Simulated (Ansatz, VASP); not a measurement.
# Two plane-wave programs on TaN

```
Ta N
1.0
     2.93800    0.00000    0.00000
    -1.46900    2.54438    0.00000
     0.00000    0.00000    2.88300
Ta N
1 1
Cartesian
  0.0000 1.6963 1.4415
  0.0000 0.0000 0.0000
```

Alike in both runs: functional PBE-based screened hybrid; k mesh 5 × 5 × 5; occupations fermi-dirac, width 0.05 eV; no spin polarisation.

|  | VASP | Ansatz |
| --- | --- | --- |
| version | VASP 6.6.1 | Ansatz 0.2.0 |
| potentials or method | VASP PAW PBE potentials, release 64 (Ta_pv, N) | Ansatz PAW |
| plane-wave cutoff (eV) | 520 | 420 |
| valence electrons in the cell | 16 | 18 |
| task | single point | band structure |

```tsv
	VASP	Ansatz	Ansatz less VASP
gap on the k mesh at the Fermi level (eV)	none	none	-
pressure (GPa)	-3.7	-3.1	+0.62
traceless stress, the component that is largest in VASP (GPa)	-0.59	-0.61	-0.018
```

VASP's potentials were made for PBE, not for PBE-based screened hybrid. A gap of «none» marks a metal or a gap that the smearing closes. VASP's potentials hold 16 valence electrons a cell and Ansatz's 18, so a difference there can come from the potentials and not from the codes.

The k mesh is coarse, so the values compare programs but aren't converged. Spin-orbit coupling is off throughout.
